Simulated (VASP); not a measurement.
## S: relaxation of cell and atoms with PBEsol

S:

```
S
1.0
     1.66500    1.66500    1.66500
    -1.66500    1.66500    1.66500
    -1.66500   -1.66500    1.66500
S
1
Direct
  0.00000 0.00000 0.00000
```

```yaml
Program: VASP 6.6.1
Task: relaxation of cell and atoms
Functional: PBEsol
Potentials_or_basis: VASP PAW PBE potentials, release 64 (S)
Cutoff: 600 eV
k_mesh: 7 × 7 × 7
Occupations: methfessel-paxton, width 0.02 eV
Spin: no spin polarisation
Target_pressure: 10 GPa
Dipole_correction: no
Further_INCAR_settings: ALGO = Normal; EDIFF = 1e-06; IBRION = 2; EDIFFG = -0.02; NSW = 60; ISIF = 3
```

```yaml
Relaxed_volume: 13.40 Å³/atom
Relaxed_cell: a = 2.592 Å, b = 2.592 Å, c = 2.592 Å, α = 70.53°, β = 109.47°, γ = 70.53°
Space_group_after_relaxing_to_0.05_Å: Im-3m (No. 229)
Energy_change_on_relaxing_the_enthalpy_is_what_falls: -211.4 meV/atom
Ionic_steps: 6
Pressure_after_relaxing: 10.0 GPa
Band_gap_on_the_k_mesh: zero (band 3 reaches 14.25 eV, above the bottom of band 4 at 6.18 eV)
```

Step by step:
| step | energy change (eV) | largest force (eV/Å) | pressure (GPa) | volume (Å³) |
| --- | --- | --- | --- | --- |
| 1 | 0.0000 | 0.0000 | -15.54 | 18.46 |
| 2 | 0.0317 | 0.0000 | 37.79 | 11.66 |
| 3 | -0.2135 | 0.0000 | 9.59 | 13.44 |
| 4 | -0.2078 | 0.0000 | 10.64 | 13.35 |
| 5 | -0.2139 | 0.0000 | 9.53 | 13.44 |
| 6 | -0.2114 | 0.0000 | 10.00 | 13.40 |

Final structure:
```
S
1.0
     1.49632    1.49632    1.49632
    -1.49632    1.49632    1.49632
    -1.49632   -1.49632    1.49632
S
1
Direct
  0.00000 0.00000 0.00000
```

Levels at points of the mesh, in eV from the Fermi level:
```tsv
k point	band 1	band 2	band 3	band 4	band 5	band 6	band 7
(0.00, 0.00, 0.00)	-18.99	3.81	3.81	3.81	12.12	12.12	12.12
```

It took 7.9 s on 1 thread of Intel Xeon 6975P-C, on a shared host, peak memory 0.13 GiB.

Caveat: the k points lie up to 0.42 Å⁻¹ apart in the final cell; the cell is relaxed towards a set pressure, so the enthalpy falls and the energy may rise; the volume moved by over 15 % at a fixed basis, so the end points are rough; the PAW data sets were made with another functional, which shifts forces and pressure a little.
